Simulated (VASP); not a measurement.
Wanted: the native input for a VASP 6.6.1 run.

```
Task                   : single point
Functional             : PBEsol
Potentials or basis    : VASP PAW PBE potentials, release 64 (Te, Mo_sv)
Cutoff                 : 520 eV
k mesh                 : 3 × 3 × 1
Occupations            : methfessel-paxton, width 0.1 eV
Spin                   : no spin polarisation
Dipole correction      : no
Further INCAR settings : ALGO = Normal; EDIFF = 1e-07; NBANDS = 35
```

The structure of Te2Mo lies in POSCAR:

```
Te2Mo
1.0
    3.5182000000      0.0000000000      0.0000000000
   -1.7591000000      3.0468510000      0.0000000000
    0.0000000000      0.0000000000     13.9736000000
Te Mo
4 2
Direct
    0.3333333333      0.6666666667      0.6210000000
    0.6666666667      0.3333333333      0.1210000000
    0.3333333333      0.6666666667      0.8790000000
    0.6666666667      0.3333333333      0.3790000000
    0.3333333333      0.6666666667      0.2500000000
    0.6666666667      0.3333333333      0.7500000000
```

These files were run (other wordings do the same):

INCAR

```
SYSTEM = Te2Mo
PREC     = Accurate       ! precision mode
ENCUT    = 520            ! plane-wave cutoff, eV
EDIFF    = 1E-7           ! SCF threshold, eV
ISMEAR   = 1              ! smearing method
SIGMA    = 0.1            ! smearing width, eV
LREAL    = .FALSE.        ! projectors in reciprocal space
LASPH    = .TRUE.         ! aspherical terms in the spheres
NELM     = 80             ! most SCF steps
ALGO     = Normal         ! electronic algorithm
ISIF     = 2              ! what is computed and relaxed
LWAVE    = .FALSE.        ! write WAVECAR
LCHARG   = .TRUE.         ! write CHGCAR
GGA      = PS             ! functional
LELF     = .TRUE.         ! ELF
LVHAR    = .TRUE.       
NBANDS   = 35             ! bands
```

KPOINTS

```
regular mesh
0
G
  3 3 1
  0 0 0
```

Potentials or basis: VASP PAW PBE potentials, release 64 (Te, Mo_sv).

Command:

```console
$ cat potpaw_PBE.64/Te/POTCAR potpaw_PBE.64/Mo_sv/POTCAR > POTCAR
$ mpirun -np 1 vasp_std > vasp.out
```

Results of the run:

| Quantity | Value |
| --- | --- |
| Pressure | -1.3 GPa |
| Largest force | 0.360 eV/Å |
| Band gap on the k mesh | 0.99 eV, direct |

Caveat: the k points lie up to 0.69 Å⁻¹ apart; the PAW data sets were made with another functional, which shifts forces and pressure a little; spin-orbit coupling is left out, which moves the levels of the heavy elements; this functional lacks dispersion, which binds the layers, so the pressure and a relaxed spacing across them are unreliable.

Wall time 21 s on 1 thread of Intel(R) Xeon(R) 6975P-C (Granite Rapids) (shared host), peak memory 0.26 GiB.
